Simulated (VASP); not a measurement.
# SnSe (Pnma) in VASP: further runs

The runs below take SnSe through single point, with revPBE+D3(BJ).

All numbers are computed with VASP 6.6.1; they aren't measurements. Logs are shortened: lines on timing, memory, paths and dates and some standing lists are left out, and cuts for length are marked.

**Measured values to compare with.**

From “Linear dichroism of the optical properties of SnS and SnSe van der Waals crystals”, 2024, arxiv:2409.17412, for a bulk crystal of SnSe at 20 K: band gap 0.99 eV (indirect).

How close the calculation comes is told below.

### Step 1. The cell of the first run

It takes space group Pnma (No. 62, orthorhombic). The conventional cell has a = 11.343 Å, b = 4.162 Å, c = 4.430 Å, α = 90.00°, β = 90.00°, γ = 90.00°. Sn (site symmetry m) has 6 Se at 2.68 to 3.48 Å and 2 Sn at 3.57 Å within 3.6 Å. Within 3.5 Å of Se (site symmetry m) lie 6 Sn at 2.68 to 3.48 Å.

### Step 2. Single point, revPBE+D3(BJ)

INCAR reads:

```
SYSTEM = SnSe
  PREC = Accurate
  ENCUT = 520
  EDIFF = 1E-7
  ISMEAR = -1
  SIGMA = 0.05
  LREAL = .FALSE.
  LASPH = .TRUE.
  NELM = 60
  ALGO = Normal
  ISIF = 2
  LWAVE = .FALSE.
  LCHARG = .FALSE.
  GGA = RE
  IVDW = 12
  NBANDS = 50
```

KPOINTS reads:

```
Automatic mesh
0
G
  3 6 6
  0 0 0
```

POSCAR reads:

```
SnSe
1.0
   11.3433533953      0.0000000000      0.0000000000
    0.0000000000      4.1618783473      0.0000000000
    0.0000000000      0.0000000000      4.4300662122
Sn Se
4 4
Direct
    0.8770000000      0.7500000000      0.9090000000
    0.6230000000      0.2500000000      0.4090000000
    0.3770000000      0.7500000000      0.5910000000
    0.1230000000      0.2500000000      0.0910000000
    0.6430000000      0.7500000000      0.9840000000
    0.8570000000      0.2500000000      0.4840000000
    0.1430000000      0.7500000000      0.5160000000
    0.3570000000      0.2500000000      0.0160000000
```

Potentials or basis: VASP PAW PBE potentials, release 64 (Sn_d, Se).

Run with:

```
$ cat potpaw_PBE.64/Sn_d/POTCAR potpaw_PBE.64/Se/POTCAR > POTCAR
$ mpirun -np 1 vasp_std > vasp.out
```

OUTCAR:

```text
SYSTEM = SnSe
   PREC = Accurate
   ENCUT = 520
   EDIFF = 1E-7
   ISMEAR = -1
   LREAL = .FALSE.
   LASPH = .TRUE.
   NELM = 60
   ISIF = 2
   GGA = RE
   IVDW = 12
 IVDW          = 12

 ion  position               nearest neighbor table
   1  0.877  0.750  0.909-   5 2.68   6 2.82   6 2.82   4 3.57   4 3.57
   2  0.623  0.250  0.409-   6 2.68   5 2.82   5 2.82   3 3.57   3 3.57
   3  0.377  0.750  0.591-   7 2.68   8 2.82   8 2.82   2 3.57   2 3.57
   4  0.123  0.250  0.091-   8 2.68   7 2.82   7 2.82   1 3.57   1 3.57
   5  0.643  0.750  0.984-   1 2.68   2 2.82   2 2.82
   6  0.857  0.250  0.484-   2 2.68   1 2.82   1 2.82
   7  0.143  0.750  0.516-   3 2.68   4 2.82   4 2.82
   8  0.357  0.250  0.016-   4 2.68   3 2.82   3 2.82

  LATTYP: Found a simple orthorhombic cell.
 ALAT       =     4.1618783473
 B/A-ratio  =     1.0644391408
 C/A-ratio  =     2.7255369928

  Lattice vectors:

 A1 = (   0.0000000000,   4.1618783473,   0.0000000000)
 A2 = (   0.0000000000,   0.0000000000,   4.4300662122)
 A3 = (  11.3433533953,   0.0000000000,   0.0000000000)

Analysis of symmetry for initial positions (statically):
=====================================================================
 Subroutine PRICEL returns:
 Original cell was already a primitive cell.

 Routine SETGRP: Setting up the symmetry group for a
 simple orthorhombic supercell.

 Subroutine GETGRP returns: Found  8 space group operations
 (whereof  2 operations were pure point group operations)
 out of a pool of  8 trial point group operations.

The static configuration has the point symmetry S_2 .
 The point group associated with its full space group is D_2h.

Analysis of symmetry for dynamics (positions and initial velocities):
=====================================================================
 Subroutine PRICEL returns:
 Original cell was already a primitive cell.

 Routine SETGRP: Setting up the symmetry group for a
 simple orthorhombic supercell.

 Subroutine GETGRP returns: Found  8 space group operations
 (whereof  2 operations were pure point group operations)
 out of a pool of  8 trial point group operations.

The dynamic configuration has the point symmetry S_2 .
 The point group associated with its full space group is D_2h.

 Subroutine INISYM returns: Found  8 space group operations
 (whereof  2 operations are pure point group operations),
 and found     1 'primitive' translations

----------------------------------------------------------------------------------------

                                     Primitive cell

  volume of cell :     209.1419

  direct lattice vectors                    reciprocal lattice vectors
    11.343353395  0.000000000  0.000000000     0.088157352  0.000000000  0.000000000
     0.000000000  4.161878347  0.000000000     0.000000000  0.240276125  0.000000000
     0.000000000  0.000000000  4.430066212     0.000000000  0.000000000  0.225730260

  length of vectors
    11.343353395  4.161878347  4.430066212     0.088157352  0.240276125  0.225730260

  position of ions in fractional coordinates (direct lattice)
     0.877000000  0.750000000  0.909000000
     0.623000000  0.250000000  0.409000000
     0.377000000  0.750000000  0.591000000
     0.123000000  0.250000000  0.091000000
     0.643000000  0.750000000  0.984000000
     0.857000000  0.250000000  0.484000000
     0.143000000  0.750000000  0.516000000
     0.357000000  0.250000000  0.016000000

  ion indices of the primitive-cell ions
   primitive index   ion index
                 1           1
                 2           2
                 3           3
                 4           4
                 5           5
                 6           6
                 7           7
                 8           8

----------------------------------------------------------------------------------------

 KPOINTS: Automatic mesh

Automatic generation of k-mesh.
 Grid dimensions read from file:
 generate k-points for:    3    6    6

 Generating k-lattice:

  Cartesian coordinates                     Fractional coordinates (reciprocal lattice)
     0.029385784  0.000000000  0.000000000     0.333333333  0.000000000  0.000000000
     0.000000000  0.040046021  0.000000000     0.000000000  0.166666667  0.000000000
     0.000000000  0.000000000  0.037621710     0.000000000  0.000000000  0.166666667

  Length of vectors
     0.029385784  0.040046021  0.037621710

  Shift w.r.t. Gamma in fractional coordinates (k-lattice)
     0.000000000  0.000000000  0.000000000

 Subroutine IBZKPT returns following result:
 ===========================================

 Found     32 irreducible k-points:

 Following reciprocal coordinates:
            Coordinates               Weight
  0.000000  0.000000  0.000000      1.000000
  0.333333  0.000000  0.000000      2.000000
  0.000000  0.166667  0.000000      2.000000
  0.333333  0.166667  0.000000      4.000000
  0.000000  0.333333  0.000000      2.000000
  0.333333  0.333333  0.000000      4.000000
[... 16 lines left out ...]
  0.000000  0.500000  0.333333      2.000000
  0.333333  0.500000  0.333333      4.000000
 [... further k-points ...]
   k-points           NKPTS =     32   k-points in BZ     NKDIM =     32   number of bands    NBANDS=     50
   number of dos      NEDOS =    301   number of ions     NIONS =      8
   total plane-waves  NPLWV =  96768
   dimension x,y,z NGX =    84 NGY =   32 NGZ =   36
   dimension x,y,z NGXF=   168 NGYF=   64 NGZF=   72
   ions per type =               4   4
   NGX,Y,Z   is equivalent  to a cutoff of  12.31, 12.78, 13.51 a.u.
   NGXF,Y,Z  is equivalent  to a cutoff of  24.62, 25.56, 27.02 a.u.
 SYSTEM =  SnSe
   PREC   = accura    normal or accurate (medium, high low for compatibility)
   ISTART =      0    job   : 0-new  1-cont  2-samecut
   ICHARG =      2    charge: 1-file 2-atom 10-const
   ISPIN  =      1    spin polarized calculation?
   LNONCOLLINEAR =      F non collinear calculations
   LSORBIT =      F    spin-orbit coupling
   LASPH  =      T    aspherical Exc in radial PAW
   ENCUT  =  520.0 eV  38.22 Ry    6.18 a.u.  21.09  7.74  8.24*2*pi/ulx,y,z
   NELM   =     60;   NELMIN=  2; NELMDL= -5     # of ELM steps
   EDIFF  = 0.1E-06   stopping-criterion for ELM
   LREAL  =      F    real-space projection
   EDIFFG = 0.1E-05   stopping-criterion for IOM
   NSW    =      0    number of steps for IOM
   IBRION =     -1    ionic relax: 0-MD 1-quasi-New 2-CG
   NFREE  =      0    steps in history (QN), initial steepest desc. (CG)
   ISIF   =      2    stress and relaxation
   ISYM   =      2    0-nonsym 1-usesym 2-fastsym
   POTIM  = 0.5000    time-step for ionic-motion
   TEBEG  =    0.0;   TEEND  =   0.0 temperature during run
   PSTRESS=    0.0 pullay stress
   NELECT =      80.0000    total number of electrons
   NUPDOWN=      -1.0000    fix difference up-down
   EMIN   =  10.00;   EMAX   =-10.00  energy-range for DOS
   EFERMI =   0.00;   METHOD = LEGACY
   ISMEAR =    -1;   SIGMA  =   0.05  broadening in eV -4-tet -1-fermi 0-gaus
   EFERMI_NEDOS =   21; number of points for ismear=-14 and -15
   IALGO  =     38    algorithm
   IMIX   =      4    mixing-type and parameters
     AMIX     =   0.40;   BMIX     =  1.00
     AMIX_MAG =   1.60;   BMIX_MAG =  1.00
  volume/ion in A,a.u.               =      26.14       176.42
  Fermi-wavevector in a.u.,A,eV,Ry     =   1.188387  2.245725 19.215006  1.412263
  Thomas-Fermi vector in A             =   2.324517
   LORBIT       =      0    0 simple, 1 ext, 2 COOP (PROOUT), +10 PAW based schemes
   GGA     = RE    functional components
   LHFCALC =     F    Hartree Fock is set to
   AEXX    =    0.0000 exact exchange contribution
   IVDW    =    12    specifies the selected vdW correction
   LEPSILON=     F    determine dielectric tensor
   LRPA    =     F    only Hartree local field effects (RPA)
 non-spin polarized calculation
  energy-cutoff  :      520.00
  volume of cell :      209.14
 maximum number of plane-waves:      5654
   NGX = 43   NGY = 15   NGZ = 17

 number of electron      79.9999984 magnetization

 Free energy of the ion-electron system (eV)
  ---------------------------------------------------
  ext. energy  EPLUGINS =         0.00000000
  ---------------------------------------------------
  free energy    TOTEN  =       -30.17923284 eV

  energy without entropy =      -30.17913403  energy(sigma->0) =      -30.17918344

 E-fermi :   6.1041     XC(G=0):  -9.7139

 val. band max:        5.8238303381   @ k =   0.0000   0.0000   0.3333
 cond. band min:       6.3823162672   @ k =   0.0000   0.3333   0.0000
 fundamental gap:      0.5584859291
 Fermi energy:         6.1041036785

 k-point     1 :       0.0000    0.0000    0.0000
  band No.  band energies     occupation
      1     -15.6322      2.00000
      2     -15.6220      2.00000
      3     -15.6180      2.00000
      4     -15.6173      2.00000
      5     -15.6156      2.00000
      6     -15.6116      2.00000
[... 42 lines left out ...]
     49      10.4775      0.00000
     50      10.5246      0.00000

 k-point     2 :       0.3333    0.0000    0.0000
  band No.  band energies     occupation
      1     -15.6297      2.00000
      2     -15.6243      2.00000
      3     -15.6184      2.00000
      4     -15.6167      2.00000
      5     -15.6166      2.00000
      6     -15.6145      2.00000
[... 42 lines left out ...]
     49      10.7303      0.00000
     50      10.8114      0.00000

 k-point     3 :       0.0000    0.1667    0.0000
  band No.  band energies     occupation
      1     -15.6263      2.00000
      2     -15.6197      2.00000
      3     -15.6195      2.00000
      4     -15.6156      2.00000
      5     -15.6155      2.00000
      6     -15.6130      2.00000
[... 1102 lines left out ...]
     49      10.6399      0.00000
     50      10.6399      0.00000

 k-point    24 :       0.3333    0.5000    0.3333
  band No.  band energies     occupation
      1     -15.6365      2.00000
      2     -15.6365      2.00000
      3     -15.6336      2.00000
      4     -15.6336      2.00000
      5     -15.6023      2.00000
      6     -15.6023      2.00000
[... 42 lines left out ...]
     49      11.2605      0.00000
     50      11.2913      0.00000

 [... further k-points ...]

------------------------ aborting loop because EDIFF is reached ----------------------------------------

 Edisp (eV)   -5.62899

 E8    (eV) :    -3.9985

  FORCE on cell =-STRESS in cart. coord.  units (eV):
  Direction    XX          YY          ZZ          XY          YZ          ZX
  --------------------------------------------------------------------------------------
  -------------------------------------------------------------------------------------
  Total       3.38632    -0.52659    -0.75185     0.00000     0.00000     0.00000
  in kB      25.94166    -4.03403    -5.75969     0.00000     0.00000     0.00000
  external pressure =        5.38 kB  Pullay stress =        0.00 kB

 VOLUME and BASIS-vectors are now :
 -----------------------------------------------------------------------------
  energy-cutoff  :      520.00
  volume of cell :      209.14
      direct lattice vectors                 reciprocal lattice vectors
    11.343353395  0.000000000  0.000000000     0.088157352  0.000000000  0.000000000
     0.000000000  4.161878347  0.000000000     0.000000000  0.240276125  0.000000000
     0.000000000  0.000000000  4.430066212     0.000000000  0.000000000  0.225730260

 POSITION                                       TOTAL-FORCE (eV/Angst)
 -----------------------------------------------------------------------------------
      9.94812      3.12141      4.02693         0.481793      0.000000      0.061547
      7.06691      1.04047      1.81190        -0.481793     -0.000000      0.061547
      4.27644      3.12141      2.61817         0.481793     -0.000000     -0.061547
      1.39523      1.04047      0.40314        -0.481793     -0.000000     -0.061547
      7.29378      3.12141      4.35919        -0.356690      0.000000     -0.036282
      9.72125      1.04047      2.14415         0.356690      0.000000     -0.036282
      1.62210      3.12141      2.28591        -0.356690     -0.000000      0.036282
      4.04958      1.04047      0.07088         0.356690      0.000000      0.036282
 -----------------------------------------------------------------------------------
    total drift:                                0.000000      0.000000      0.000000

  FREE ENERGIE OF THE ION-ELECTRON SYSTEM (eV)
  ---------------------------------------------------
  free  energy   TOTEN  =       -35.8082246615 eV

  energy  without entropy=      -35.8081258443  energy(sigma->0) =      -35.80817525
```

Run time: 5.8 min. Hardware: 1 thread of Oxide Virtual Turin-like, shared host; peak memory 0.4 GiB.

Results:

```yaml
Free_energy: -35.8082 eV
Pressure: 0.5 GPa
Largest_force: 0.486 eV/Å
Band_gap_on_the_k_mesh: 0.56 eV (least direct gap 0.72 eV)
Dispersion_energy_per_atom: -0.704 eV
```

Forces on the atoms (eV/Å):
```
Sn   0.482  0.000  0.062
Sn  -0.482  0.000  0.062
Sn   0.482  0.000 -0.062
Sn  -0.482  0.000 -0.062
Se  -0.357  0.000 -0.036
Se   0.357  0.000 -0.036
Se  -0.357  0.000  0.036
Se   0.357  0.000  0.036
```

Caveat: semilocal functionals underestimate gaps, and a narrow one can read as zero; the PAW data sets were made with another functional, which shifts forces and pressure a little; spin-orbit coupling is left out, which moves the levels of the heavy elements.

[end of part 1 of 2]
